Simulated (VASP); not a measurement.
Here is a VASP 6.6.1 calculation.

File INCAR:

```
SYSTEM = Pt
ALGO = Fast
EDIFF = 1E-6
ENCUT = 520
GGA = PS
ISIF = 2
ISMEAR = 0
LASPH = .True.
LCHARG = .False.
LREAL = .False.
LWAVE = .False.
NBANDS = 11
NELM = 80
PREC = Accurate
SIGMA = 0.15
```

File KPOINTS:

```
k-points
0
Gamma
  22 22 22
  0 0 0
```

POSCAR

```
Pt
1.0
   -0.7142381745      1.6813284009      1.6813284009
    1.6813284009     -0.7142381745      1.6813284009
    1.6813284009      1.6813284009     -0.7142381745
Pt
1
Direct
    0.0000000000      0.0000000000      0.0000000000
```

Potentials or basis: VASP PAW PBE potentials, release 64 (Pt).

Launch:

```bash
$ cat potpaw_PBE.64/Pt/POTCAR > POTCAR
$ mpirun -np 1 vasp_std > vasp.out
```

(1) What does it give for the band gap on the k mesh?

(2) Predict the pressure.

Answers

(1) zero (bands 5 and 6 overlap by 4.53 eV).

(2) 38.3 GPa.

Caveat: the cell stands under pressure; the PAW data sets were made with another functional, which shifts forces and pressure a little; spin-orbit coupling is left out, which moves the levels of the heavy elements.
